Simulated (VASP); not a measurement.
Write the native input for VASP 6.6.1 that does the following.

```
Task                   : single point
Functional             : PBE
Potentials or basis    : VASP PAW PBE potentials, release 64 (Fe)
Cutoff                 : 600 eV
k mesh                 : 16 × 16 × 16
Occupations            : fermi-dirac, width 0.05 eV
Spin                   : collinear spin, ferromagnetic start
Starting moments       : [3.0] μB
Dipole correction      : no
Further INCAR settings : ALGO = Normal; EDIFF = 1e-06; NBANDS = 14
```

The structure of Fe lies in POSCAR:

```
Fe
1.0
    0.0000000000      1.9999918813      1.9651051623
    1.5433929012      0.0000000000      1.9651051623
    1.5433929012      1.9999918813      0.0000000000
Fe
1
Direct
    0.0000000000      0.0000000000      0.0000000000
```

This cell differs from its parent crystal: equal xx and yy strain of +3 %.

These files were run (other wordings do the same):

INCAR

```
SYSTEM = Fe
ALGO = Normal
EDIFF = 1E-6
ENCUT = 600
GGA = PE
GGA_COMPAT = .FALSE.
ISIF = 2
ISMEAR = -1
ISPIN = 2
LASPH = .TRUE.
LCHARG = .FALSE.
LMAXMIX = 4
LORBIT = 11
LREAL = .FALSE.
LWAVE = .FALSE.
MAGMOM = 3
NBANDS = 14
NELM = 200
PREC = Accurate
SIGMA = 0.05
```

KPOINTS

```
k-points
0
G
  16 16 16
  0 0 0
```

Potentials or basis: VASP PAW PBE potentials, release 64 (Fe).

Command:

```sh
$ cat potpaw_PBE.64/Fe/POTCAR > POTCAR
$ mpirun -np 1 vasp_std > vasp.out
```

Results of the run:

| Quantity | Value |
| --- | --- |
| Pressure | -8.6 GPa |
| Net moment | 2.38 μB per cell |
| Site moments | Fe +2.39 μB |
| Valence electrons inside the program's atomic spheres | Fe 7.14 |

Caveat: the cell differs from its parent crystal (equal xx and yy strain of +3 %); the stress differs along the axes, from -13 to -5 GPa.

Run time: 3 min on 1 thread of Oxide Virtual Turin-like Processor (shared host), peak memory 0.26 GiB.
